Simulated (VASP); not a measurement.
# WS2 (Cm) in VASP: single point with PBEsol

Aim: the single point of WS2 with PBEsol.

Program: VASP 6.6.1. These are calculated values, not measurements. Logs are shortened: lines on timing, memory, paths and dates and some standing lists are left out, and cuts for length are marked.

**1. The cell of the first run**

The structure is monoclinic, space group Cm (No. 8). The conventional cell has a = 12.870 Å, b = 3.148 Å, c = 5.452 Å, α = 90.00°, β = 98.12°, γ = 90.00°. W (site symmetry m) has 6 S at 2.27 to 2.51 Å within 3.0 Å. Within 3.0 Å of W (site symmetry m) lie 6 S at 2.29 to 2.53 Å. S (site symmetry m) has 3 W at 2.29 to 2.32 Å and 7 S at 3.10 to 3.22 Å within 3.3 Å. S (site symmetry m) has 3 W at 2.49 to 2.51 Å and 7 S at 3.10 to 3.22 Å within 3.3 Å. Within 3.3 Å of S (site symmetry m) lie 3 W at 2.48 to 2.53 Å and 7 S at 3.06 to 3.26 Å. Within 3.3 Å of S (site symmetry m) lie 3 W at 2.27 to 2.33 Å and 7 S at 3.06 to 3.26 Å.

**2. Single point, PBEsol (atoms displaced along a vibrational mode)**

Contents of INCAR:

```
PREC = Accurate
ENCUT = 520
EDIFF = 1E-7
ISMEAR = 0
SIGMA = 0.05
LREAL = False
LASPH = True
NELM = 80
ALGO = Normal
ISIF = 2
LWAVE = False
LCHARG = False
GGA = PS
NBANDS = 35
```

Contents of KPOINTS:

```
Automatic mesh
0
Gamma
  10 6 10
```

Contents of POSCAR:

```
WS2
1.0
   -3.1476068045      0.0000000000      0.0000000000
    0.0000000000      5.4518149077      0.0000000000
    1.5738034023     -0.9086358179     -6.3704647422
W S
2 4
Direct
    0.5002725074      0.5000159646      0.0005450147
    0.0017420336      0.0006555490      0.0034840673
    0.8889222172      0.6359063794      0.7778444343
    0.3671886886      0.1161305892      0.7343773773
    0.1348638867      0.7010905446      0.2697277735
    0.6131106665      0.2149009732      0.2262213329
```

Potentials or basis: VASP PAW PBE potentials, release 64 (W_sv, S).

Launch:

```
> cat potpaw_PBE.64/W_sv/POTCAR potpaw_PBE.64/S/POTCAR > POTCAR
> mpirun -np 1 vasp_std > vasp.out
```

OUTCAR:

```text
PREC = Accurate
   ENCUT = 520
   EDIFF = 1E-7
   ISMEAR = 0
   LREAL = False
   LASPH = True
   NELM = 80
   ISIF = 2
   GGA = PS

 ion  position               nearest neighbor table
   1  0.500  0.500  0.001-   6 2.27   3 2.32   3 2.32   5 2.48   5 2.48   4 2.51   2 3.15   2 3.15
                             2 3.15   2 3.15
   2  0.002  0.001  0.003-   3 2.29   6 2.33   6 2.33   4 2.49   4 2.49   5 2.53   1 3.15   1 3.15
                             1 3.15   1 3.15
   3  0.889  0.636  0.778-   2 2.29   1 2.32   1 2.32
   4  0.367  0.116  0.734-   2 2.49   2 2.49   1 2.51
   5  0.135  0.701  0.270-   1 2.48   1 2.48   2 2.53
   6  0.613  0.215  0.226-   1 2.27   2 2.33   2 2.33

  LATTYP: Found a base centered monoclinic cell.
 ALAT       =    12.8698780229
 B/A-ratio  =     0.2445716112
 C/A-ratio  =     0.4236104568
 COS(beta)  =    -0.1412034856

  Lattice vectors:

 A1 = (   1.5738034023,  -0.9086358179,  -6.3704647422)
 A2 = (  -1.5738034022,  -0.9086358179,  -6.3704647422)
 A3 = (   0.0000000000,   5.4518149077,   0.0000000000)

Analysis of symmetry for initial positions (statically):
=====================================================================
 Subroutine PRICEL returns:
 Original cell was already a primitive cell.

 Routine SETGRP: Setting up the symmetry group for a
 base centered monoclinic supercell.

 Subroutine GETGRP returns: Found  2 space group operations
 (whereof  2 operations were pure point group operations)
 out of a pool of  4 trial point group operations.

The static configuration has the point symmetry C_1h.

Analysis of symmetry for dynamics (positions and initial velocities):
=====================================================================
 Subroutine PRICEL returns:
 Original cell was already a primitive cell.

 Routine SETGRP: Setting up the symmetry group for a
 base centered monoclinic supercell.

 Subroutine GETGRP returns: Found  2 space group operations
 (whereof  2 operations were pure point group operations)
 out of a pool of  4 trial point group operations.

The dynamic configuration has the point symmetry C_1h.

 Subroutine INISYM returns: Found  2 space group operations
 (whereof  2 operations are pure point group operations),
 and found     1 'primitive' translations

----------------------------------------------------------------------------------------

                                     Primitive cell

  volume of cell :     109.3183

  direct lattice vectors                    reciprocal lattice vectors
    -3.147606805  0.000000000  0.000000000    -0.317701690  0.000000000 -0.078487209
     0.000000000  5.451814908  0.000000000     0.000000000  0.183425156 -0.026162403
     1.573803402 -0.908635818 -6.370464742     0.000000000  0.000000000 -0.156974419

  length of vectors
     3.147606805  5.451814908  6.624597892     0.327253122  0.185281567  0.156974419

  position of ions in fractional coordinates (direct lattice)
     0.500272507  0.500015965  0.000545015
     0.001742034  0.000655549  0.003484067
     0.888922217  0.635906379  0.777844434
     0.367188689  0.116130589  0.734377377
     0.134863887  0.701090545  0.269727774
     0.613110666  0.214900973  0.226221333

  ion indices of the primitive-cell ions
   primitive index   ion index
                 1           1
                 2           2
                 3           3
                 4           4
                 5           5
                 6           6

----------------------------------------------------------------------------------------

 KPOINTS: Automatic mesh

Automatic generation of k-mesh.
 Grid dimensions read from file:
 generate k-points for:   10    6   10

 Generating k-lattice:

  Cartesian coordinates                     Fractional coordinates (reciprocal lattice)
    -0.031770169  0.000000000 -0.007848721     0.100000000  0.000000000  0.000000000
     0.000000000  0.030570859 -0.004360401     0.000000000  0.166666667 -0.000000000
     0.000000000  0.000000000 -0.015697442     0.000000000  0.000000000  0.100000000

  Length of vectors
     0.032725312  0.030880261  0.015697442

  Shift w.r.t. Gamma in fractional coordinates (k-lattice)
     0.000000000  0.000000000  0.000000000

 Subroutine IBZKPT returns following result:
 ===========================================

 Found    172 irreducible k-points:

 Following reciprocal coordinates:
            Coordinates               Weight
  0.000000  0.000000  0.000000      1.000000
  0.100000  0.000000  0.000000      4.000000
  0.200000  0.000000  0.000000      4.000000
  0.300000  0.000000  0.000000      4.000000
  0.400000  0.000000 -0.000000      4.000000
  0.500000  0.000000  0.000000      2.000000
[... 16 lines left out ...]
 -0.400000  0.333333  0.000000      4.000000
 -0.300000  0.333333  0.000000      4.000000
 [... further k-points ...]
   k-points           NKPTS =    172   k-points in BZ     NKDIM =    172   number of bands    NBANDS=     35
   number of dos      NEDOS =    301   number of ions     NIONS =      6
   total plane-waves  NPLWV =  50400
   dimension x,y,z NGX =    24 NGY =   42 NGZ =   50
   dimension x,y,z NGXF=    48 NGYF=   84 NGZF=  100
   ions per type =               2   4
   NGX,Y,Z   is equivalent  to a cutoff of  12.68, 12.81, 12.55 a.u.
   NGXF,Y,Z  is equivalent  to a cutoff of  25.35, 25.61, 25.10 a.u.
 SYSTEM =  unknown system
   PREC   = accura    normal or accurate (medium, high low for compatibility)
   ISTART =      0    job   : 0-new  1-cont  2-samecut
   ICHARG =      2    charge: 1-file 2-atom 10-const
   ISPIN  =      1    spin polarized calculation?
   LNONCOLLINEAR =      F non collinear calculations
   LSORBIT =      F    spin-orbit coupling
   LASPH  =      T    aspherical Exc in radial PAW
   ENCUT  =  520.0 eV  38.22 Ry    6.18 a.u.   5.85 10.14 12.32*2*pi/ulx,y,z
   NELM   =     80;   NELMIN=  2; NELMDL= -5     # of ELM steps
   EDIFF  = 0.1E-06   stopping-criterion for ELM
   LREAL  =      F    real-space projection
   EDIFFG = 0.1E-05   stopping-criterion for IOM
   NSW    =      0    number of steps for IOM
   IBRION =     -1    ionic relax: 0-MD 1-quasi-New 2-CG
   NFREE  =      0    steps in history (QN), initial steepest desc. (CG)
   ISIF   =      2    stress and relaxation
   ISYM   =      2    0-nonsym 1-usesym 2-fastsym
   POTIM  = 0.5000    time-step for ionic-motion
   TEBEG  =    0.0;   TEEND  =   0.0 temperature during run
   PSTRESS=    0.0 pullay stress
   NELECT =      52.0000    total number of electrons
   NUPDOWN=      -1.0000    fix difference up-down
   EMIN   =  10.00;   EMAX   =-10.00  energy-range for DOS
   EFERMI =   0.00;   METHOD = LEGACY
   ISMEAR =     0;   SIGMA  =   0.05  broadening in eV -4-tet -1-fermi 0-gaus
   EFERMI_NEDOS =   21; number of points for ismear=-14 and -15
   IALGO  =     38    algorithm
   IMIX   =      4    mixing-type and parameters
     AMIX     =   0.40;   BMIX     =  1.00
     AMIX_MAG =   1.60;   BMIX_MAG =  1.00
  volume/ion in A,a.u.               =      18.22       122.95
  Fermi-wavevector in a.u.,A,eV,Ry     =   1.277944  2.414963 22.220219  1.633140
  Thomas-Fermi vector in A             =   2.410515
   LORBIT       =      0    0 simple, 1 ext, 2 COOP (PROOUT), +10 PAW based schemes
   GGA     = PS    functional components
   LHFCALC =     F    Hartree Fock is set to
   AEXX    =    0.0000 exact exchange contribution
   IVDW    =     0    specifies the selected vdW correction
   LEPSILON=     F    determine dielectric tensor
   LRPA    =     F    only Hartree local field effects (RPA)
 non-spin polarized calculation
 Gauss-broadening in eV      SIGMA  =   0.05
  energy-cutoff  :      520.00
  volume of cell :      109.32
 maximum number of plane-waves:      2964
   NGX = 11   NGY = 21   NGZ = 25

 number of electron      52.0000002 magnetization

 Free energy of the ion-electron system (eV)
  ---------------------------------------------------
  ext. energy  EPLUGINS =         0.00000000
  ---------------------------------------------------
  free energy    TOTEN  =       -49.93252831 eV

  energy without entropy =      -49.93252831  energy(sigma->0) =      -49.93252831

 E-fermi :   7.4383     XC(G=0): -10.9056

 val. band max:        6.9922252313   @ k =   0.0000   0.0000   0.5000
 cond. band min:       8.0265726047   @ k =   0.2000   0.5000   0.0000
 fundamental gap:      1.0343473733
 Fermi energy:         7.4383336304

 k-point     1 :       0.0000    0.0000    0.0000
  band No.  band energies     occupation
      1     -67.5208      2.00000
      2     -67.4889      2.00000
      3     -31.9993      2.00000
      4     -31.8005      2.00000
      5     -31.7387      2.00000
      6     -31.7058      2.00000
[... 27 lines left out ...]
     34      11.3557      0.00000
     35      11.6352      0.00000

 k-point     2 :       0.1000    0.0000    0.0000
  band No.  band energies     occupation
      1     -67.5195      2.00000
      2     -67.4883      2.00000
      3     -31.9879      2.00000
      4     -31.7955      2.00000
      5     -31.7373      2.00000
      6     -31.7288      2.00000
[... 27 lines left out ...]
     34      11.0172      0.00000
     35      11.8474      0.00000

 k-point     3 :       0.2000    0.0000    0.0000
  band No.  band energies     occupation
      1     -67.5162      2.00000
      2     -67.4866      2.00000
      3     -31.9557      2.00000
      4     -31.7881      2.00000
      5     -31.7811      2.00000
      6     -31.7346      2.00000
[... 27 lines left out ...]
     34      11.5585      0.00000
     35      12.3974      0.00000
[... 723 lines left out ...]
 k-point    23 :      -0.4000    0.3333    0.0000
  band No.  band energies     occupation
      1     -67.5083      2.00000
      2     -67.4834      2.00000
      3     -31.9737      2.00000
      4     -31.9480      2.00000
      5     -31.7625      2.00000
      6     -31.7414      2.00000
[... 27 lines left out ...]
     34      10.9799      0.00000
     35      12.5724      0.00000

 k-point    24 :      -0.3000    0.3333    0.0000
  band No.  band energies     occupation
      1     -67.5110      2.00000
      2     -67.4856      2.00000
      3     -31.9366      2.00000
      4     -31.8775      2.00000
      5     -31.7730      2.00000
      6     -31.7435      2.00000
[... 27 lines left out ...]
     34      11.2626      0.00000
     35      13.3954      0.00000

 [... further k-points ...]

------------------------ aborting loop because EDIFF is reached ----------------------------------------

  FORCE on cell =-STRESS in cart. coord.  units (eV):
  Direction    XX          YY          ZZ          XY          YZ          ZX
  --------------------------------------------------------------------------------------
  -------------------------------------------------------------------------------------
  Total        1.2712811      2.1009077      0.9649065     -0.0000000      0.1779053     -0.0000000
  in kB       18.6320006     30.7910754     14.1417487     -0.0000000      2.6073943     -0.0000000
  external PRESSURE =      21.1882749 kB  Pullay stress =       0.0000000 kB

 VOLUME and BASIS-vectors are now :
 -----------------------------------------------------------------------------
  energy-cutoff  :      520.00
  volume of cell :      109.32
      direct lattice vectors                 reciprocal lattice vectors
    -3.147606805  0.000000000  0.000000000    -0.317701690  0.000000000 -0.078487209
     0.000000000  5.451814908  0.000000000     0.000000000  0.183425156 -0.026162403
     1.573803402 -0.908635818 -6.370464742     0.000000000  0.000000000 -0.156974419

 POSITION                                       TOTAL-FORCE (eV/Angst)
 -----------------------------------------------------------------------------------
     -1.57380      2.72550     -0.00347         0.000000      0.338771     -0.663079
      0.00000      0.00041     -0.02220        -0.000000      0.248895      0.733710
     -1.57380      2.76007     -4.95523        -0.000000     -0.576084      2.266140
      0.00000     -0.03416     -4.67833         0.000000      0.410693     -1.644702
      0.00000      3.57713     -1.71829        -0.000000      0.628796      1.617570
     -1.57380      0.96605     -1.44114         0.000000     -1.051070     -2.309639
 -----------------------------------------------------------------------------------
    total drift:                                0.000012     -0.000024      0.000252

  FREE ENERGIE OF THE ION-ELECTRON SYSTEM (eV)
  ---------------------------------------------------
  free  energy   TOTEN  =       -49.9325283140 eV

  energy  without entropy=      -49.9325283140  energy(sigma->0) =      -49.93252831
```

It took 3.7 min on 1 thread of Intel Xeon 6975P-C (Granite Rapids), shared host; peak memory 0.58 GiB.

Results:

| Item | Value |
| --- | --- |
| Free energy | -49.9325 eV |
| Pressure | 2.1 GPa |
| Largest force | 2.538 eV/Å |
| Band gap on the k mesh | 1.03 eV (least direct gap 1.77 eV) |

Forces in eV/Å, atoms in the order of the input:
```
W    0.000  0.339 -0.663
W    0.000  0.249  0.734
S    0.000 -0.576  2.266
S    0.000  0.411 -1.645
S    0.000  0.629  1.618
S    0.000 -1.051 -2.310
```

Caveat: the cell differs from its parent crystal (atoms displaced along a vibrational mode); the PAW data sets were made with another functional, which shifts forces and pressure a little; spin-orbit coupling is left out, which moves the levels of the heavy elements; this functional lacks dispersion, which binds the layers, so the pressure and a relaxed spacing across them are unreliable.
